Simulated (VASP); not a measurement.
A run of VASP 6.6.1:

Contents of INCAR:

```
ALGO     = Normal         # electronic algorithm
EDIFF    = 1E-6           # SCF threshold, eV
ENCUT    = 520            # plane-wave cutoff, eV
GGA      = CA             # functional
ISIF     = 2              # what is computed and relaxed
ISMEAR   = 0              # smearing method
LASPH    = True           # aspherical terms in the spheres
LCHARG   = True           # write CHGCAR
LELF     = True           # ELF
LREAL    = False          # projectors in reciprocal space
LVHAR    = True         
LWAVE    = False          # write WAVECAR
NBANDS   = 18             # bands
NELM     = 60             # most SCF steps
PREC     = Accurate       # precision mode
SIGMA    = 0.05           # smearing width, eV
```

The input KPOINTS:

```
k-points
0
Gamma
  7 7 7
```

POSCAR

```
TcOs
1.0
    3.0494550008      0.0000000000      0.0000000000
    0.0000000000      3.0494550008      0.0000000000
    0.0000000000      0.0000000000      3.0494550008
Os Tc
1 1
Direct
    0.0000000000      0.0000000000      0.0000000000
    0.5000000000      0.5000000000      0.5000000000
```

Potentials or basis: VASP PAW LDA potentials, release 64 (Os, Tc_pv).

Command:

```sh
$ cat potpaw_LDA.64/Os/POTCAR potpaw_LDA.64/Tc_pv/POTCAR > POTCAR
$ mpirun -np 1 vasp_std > vasp.out
```

Hardware: 1 thread of Intel Xeon 8259CL, on a shared host.

Q: Estimate the wall time of this run.

A: It took 9.3 s on 1 thread of Intel Xeon 8259CL, with other jobs on the host, peak memory 0.13 GiB. Counts: scf iterations 12, k points 20.
